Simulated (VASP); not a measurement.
# CaO (P6_3/mmc) in VASP: single point with r2SCAN

Aim: the single point of CaO with r2SCAN.

All numbers are computed with VASP 6.6.1; they aren't measurements. Logs are shortened: lines on timing, memory, paths and dates and some standing lists are left out, and cuts for length are marked.

### 1 The cell of the first run

Symmetry: P6_3/mmc, No. 194, hexagonal system. The conventional cell has a = 3.981 Å, b = 3.981 Å, c = 4.770 Å, α = 90.00°, β = 90.00°, γ = 120.00°. Within 3.0 Å of Ca (site symmetry -6m2) lie 5 O at 2.30 to 2.39 Å. Within 3.0 Å of O (site symmetry -6m2) lie 5 Ca at 2.30 to 2.39 Å.

### 2 Single point, r2SCAN

File POSCAR:

```
CaO
1.0
    3.9810268818      0.0000000000      0.0000000000
   -1.9905134409      3.4476704128      0.0000000000
    0.0000000000      0.0000000000      4.7701152067
Ca O
2 2
Direct
    0.3333333333      0.6666666667      0.2500000000
    0.6666666667      0.3333333333      0.7500000000
    0.6666666667      0.3333333333      0.2500000000
    0.3333333333      0.6666666667      0.7500000000
```

File INCAR.step1:

```
SYSTEM = CaO
ALGO     = Normal         ! electronic algorithm
EDIFF    = 1E-4           ! SCF threshold, eV
ENCUT    = 520            ! plane-wave cutoff, eV
GGA      = PE             ! functional
ISMEAR   = 0              ! smearing method
LASPH    = .True.         ! aspherical terms in the spheres
LCHARG   = .False.        ! write CHGCAR
LREAL    = .False.        ! projectors in reciprocal space
LWAVE    = .True.         ! write WAVECAR
NBANDS   = 24             ! bands
NELM     = 100            ! most SCF steps
PREC     = Accurate       ! precision mode
SIGMA    = 0.01           ! smearing width, eV
```

File INCAR.step2:

```
SYSTEM = CaO
ALGO     = Normal         ! electronic algorithm
EDIFF    = 1E-7           ! SCF threshold, eV
ENCUT    = 520            ! plane-wave cutoff, eV
ISIF     = 2              ! what is computed and relaxed
ISMEAR   = 0              ! smearing method
ISTART   = 1            
LASPH    = .True.         ! aspherical terms in the spheres
LCHARG   = .False.        ! write CHGCAR
LMIXTAU  = .True.       
LREAL    = .False.        ! projectors in reciprocal space
LWAVE    = .False.        ! write WAVECAR
METAGGA  = R2SCAN         ! meta-GGA
NBANDS   = 24             ! bands
NELM     = 100            ! most SCF steps
PREC     = Accurate       ! precision mode
SIGMA    = 0.01           ! smearing width, eV
```

File KPOINTS:

```
k-points
0
Gamma
  6 6 4
  0 0 0
```

Potentials or basis: VASP PAW PBE potentials, release 64 (Ca_sv, O).

On the command line:

```
$ cat potpaw_PBE.64/Ca_sv/POTCAR potpaw_PBE.64/O/POTCAR > POTCAR
$ cp INCAR.step1 INCAR
$ mpirun -np 1 vasp_std > vasp.out
$ cp INCAR.step2 INCAR
$ mpirun -np 1 vasp_std > vasp.out
```

OUTCAR:

```text
SYSTEM = CaO
   EDIFF = 1E-7
   ENCUT = 520
   ISIF = 2
   ISMEAR = 0
   ISTART = 1
   LASPH = .True.
   LREAL = .False.
   METAGGA = R2SCAN
   NELM = 100
   PREC = Accurate

 ion  position               nearest neighbor table
   1  0.333  0.667  0.250-   3 2.30   3 2.30   3 2.30   4 2.39   4 2.39
   2  0.667  0.333  0.750-   4 2.30   4 2.30   4 2.30   3 2.39   3 2.39
   3  0.667  0.333  0.250-   1 2.30   1 2.30   1 2.30   2 2.39   2 2.39
   4  0.333  0.667  0.750-   2 2.30   2 2.30   2 2.30   1 2.39   1 2.39

  LATTYP: Found a hexagonal cell.
 ALAT       =     3.9810268818
 C/A-ratio  =     1.1982122574

  Lattice vectors:

 A1 = (   3.9810268818,   0.0000000000,   0.0000000000)
 A2 = (  -1.9905134409,   3.4476704128,   0.0000000000)
 A3 = (   0.0000000000,   0.0000000000,   4.7701152067)

Analysis of symmetry for initial positions (statically):
=====================================================================
 Subroutine PRICEL returns:
 Original cell was already a primitive cell.

 Routine SETGRP: Setting up the symmetry group for a
 hexagonal supercell.

 Subroutine GETGRP returns: Found 24 space group operations
 (whereof 12 operations were pure point group operations)
 out of a pool of 24 trial point group operations.

The static configuration has the point symmetry D_3d.
 The point group associated with its full space group is D_6h.

Analysis of symmetry for dynamics (positions and initial velocities):
=====================================================================
 Subroutine PRICEL returns:
 Original cell was already a primitive cell.

 Routine SETGRP: Setting up the symmetry group for a
 hexagonal supercell.

 Subroutine GETGRP returns: Found 24 space group operations
 (whereof 12 operations were pure point group operations)
 out of a pool of 24 trial point group operations.

The dynamic configuration has the point symmetry D_3d.
 The point group associated with its full space group is D_6h.

 Subroutine INISYM returns: Found 24 space group operations
 (whereof 12 operations are pure point group operations),
 and found     1 'primitive' translations

----------------------------------------------------------------------------------------

                                     Primitive cell

  volume of cell :      65.4711

[... 85 lines left out ...]
   LASPH  =      T    aspherical Exc in radial PAW
   ENCUT  =  520.0 eV  38.22 Ry    6.18 a.u.   7.40  7.40  8.87*2*pi/ulx,y,z
   NELM   =    100;   NELMIN=  2; NELMDL=  0     # of ELM steps
   EDIFF  = 0.1E-06   stopping-criterion for ELM
   LREAL  =      F    real-space projection
   EDIFFG = 0.1E-05   stopping-criterion for IOM
   NSW    =      0    number of steps for IOM
   IBRION =     -1    ionic relax: 0-MD 1-quasi-New 2-CG
   NFREE  =      0    steps in history (QN), initial steepest desc. (CG)
   ISIF   =      2    stress and relaxation
   ISYM   =      2    0-nonsym 1-usesym 2-fastsym
   POTIM  = 0.5000    time-step for ionic-motion
   TEBEG  =    0.0;   TEEND  =   0.0 temperature during run
   PSTRESS=    0.0 pullay stress
   NELECT =      32.0000    total number of electrons
   NUPDOWN=      -1.0000    fix difference up-down
   EMIN   =  10.00;   EMAX   =-10.00  energy-range for DOS
   EFERMI =   0.00;   METHOD = LEGACY
   ISMEAR =     0;   SIGMA  =   0.01  broadening in eV -4-tet -1-fermi 0-gaus
   EFERMI_NEDOS =   21; number of points for ismear=-14 and -15
   IALGO  =     38    algorithm
   IMIX   =      4    mixing-type and parameters
     AMIX     =   0.40;   BMIX     =  1.00
     AMIX_MAG =   1.60;   BMIX_MAG =  1.00
  volume/ion in A,a.u.               =      16.37       110.46
  Fermi-wavevector in a.u.,A,eV,Ry     =   1.289560  2.436915 22.626015  1.662965
  Thomas-Fermi vector in A             =   2.421445
   LORBIT       =      0    0 simple, 1 ext, 2 COOP (PROOUT), +10 PAW based schemes
   METAGGA = R2SCAN    functional components
   LHFCALC =     F    Hartree Fock is set to
   AEXX    =    0.0000 exact exchange contribution
   IVDW    =     0    specifies the selected vdW correction
   LEPSILON=     F    determine dielectric tensor
   LRPA    =     F    only Hartree local field effects (RPA)
 non-spin polarized calculation
 Gauss-broadening in eV      SIGMA  =   0.01
  energy-cutoff  :      520.00
  volume of cell :       65.47
 maximum number of plane-waves:      1811
 NGX is ok and might be reduce to    30
   NGX = 15   NGY = 15   NGZ = 17

 number of electron      31.9999988 magnetization

 Free energy of the ion-electron system (eV)
  ---------------------------------------------------
  ext. energy  EPLUGINS =         0.00000000
  ---------------------------------------------------
  free energy    TOTEN  =       -38.48700194 eV

  energy without entropy =      -38.48700194  energy(sigma->0) =      -38.48700194

 E-fermi :   1.2101     XC(G=0):  -9.9990

 val. band max:        1.0432497457   @ k =   0.0000   0.0000   0.0000
 cond. band min:       4.6539547129   @ k =   0.0000   0.0000   0.0000
 fundamental gap:      3.6107049672
 Fermi energy:         1.2100660962

 k-point     1 :       0.0000    0.0000    0.0000
  band No.  band energies     occupation
      1     -37.9819      2.00000
      2     -37.8477      2.00000
      3     -18.4521      2.00000
      4     -18.2024      2.00000
      5     -18.2024      2.00000
      6     -18.0024      2.00000
[... 556 lines left out ...]
     23      10.3407      0.00000
     24      10.3407      0.00000

------------------------ aborting loop because EDIFF is reached ----------------------------------------

  FORCE on cell =-STRESS in cart. coord.  units (eV):
  Direction    XX          YY          ZZ          XY          YZ          ZX
  --------------------------------------------------------------------------------------
  -------------------------------------------------------------------------------------
  Total        0.4082095      0.4082095      0.3805666      0.0000000      0.0000000     -0.0000000
  in kB        9.9895039      9.9895039      9.3130422      0.0000000      0.0000000     -0.0000000
  external PRESSURE =       9.7640167 kB  Pullay stress =       0.0000000 kB

 VOLUME and BASIS-vectors are now :
 -----------------------------------------------------------------------------
  energy-cutoff  :      520.00
  volume of cell :       65.47
      direct lattice vectors                 reciprocal lattice vectors
     3.981026882  0.000000000  0.000000000     0.251191471  0.145025464  0.000000000
    -1.990513441  3.447670413  0.000000000     0.000000000  0.290050927  0.000000000
     0.000000000  0.000000000  4.770115207     0.000000000  0.000000000  0.209638543

 POSITION                                       TOTAL-FORCE (eV/Angst)
 -----------------------------------------------------------------------------------
     -0.00000      2.29845      1.19253        -0.000000      0.000000      0.000000
      1.99051      1.14922      3.57759         0.000000     -0.000000      0.000000
      1.99051      1.14922      1.19253        -0.000000      0.000000      0.000000
     -0.00000      2.29845      3.57759         0.000000      0.000000      0.000000
 -----------------------------------------------------------------------------------
    total drift:                                0.000000     -0.000000      0.000000

  FREE ENERGIE OF THE ION-ELECTRON SYSTEM (eV)
  ---------------------------------------------------
  free  energy   TOTEN  =       -38.4870019381 eV

  energy  without entropy=      -38.4870019381  energy(sigma->0) =      -38.48700194
```

OSZICAR.step1:

```text
N       E                     dE             d eps       ncg     rms          rms(c)
DAV:   1     0.327456091268E+03    0.32746E+03   -0.16603E+04  1008   0.134E+03
DAV:   2    -0.422596350363E+01   -0.33168E+03   -0.31210E+03  1208   0.389E+02
DAV:   3    -0.292115138028E+02   -0.24986E+02   -0.24826E+02  1648   0.103E+02
DAV:   4    -0.301055273670E+02   -0.89401E+00   -0.89290E+00  1448   0.171E+01
DAV:   5    -0.301339510562E+02   -0.28424E-01   -0.28422E-01  1432   0.203E+00    0.131E+01
DAV:   6    -0.254590030103E+02    0.46749E+01   -0.21855E+01  1408   0.300E+01    0.538E+00
DAV:   7    -0.253859475807E+02    0.73055E-01   -0.25205E+00  1344   0.104E+01    0.283E+00
DAV:   8    -0.253457835186E+02    0.40164E-01   -0.36836E-01  1456   0.465E+00    0.950E-01
DAV:   9    -0.253340423795E+02    0.11741E-01   -0.10691E-01  1288   0.196E+00    0.237E-01
DAV:  10    -0.253382199855E+02   -0.41776E-02   -0.11813E-02  1128   0.727E-01    0.166E-01
DAV:  11    -0.253379928933E+02    0.22709E-03   -0.71045E-03  1288   0.462E-01    0.101E-01
DAV:  12    -0.253378474108E+02    0.14548E-03   -0.10377E-03  1056   0.235E-01    0.150E-02
DAV:  13    -0.253378490606E+02   -0.16499E-05   -0.45059E-05   832   0.517E-02
   1 F= -.25337849E+02 E0= -.25337849E+02  d E =-.210617E-12
```

Run time: 86 s. Hardware: 1 thread of Intel Xeon Platinum 8559C (Emerald Rapids), shared host; peak memory 0.19 GiB.

What came out:

* Free energy: -38.4870 eV
* Pressure: 1.0 GPa
* Band gap on the k mesh: 3.61 eV, direct

Caveat: the PAW data sets were made with another functional, which shifts forces and pressure a little. r2SCAN opens gaps a little over a GGA but as a rule still falls short of measured ones.
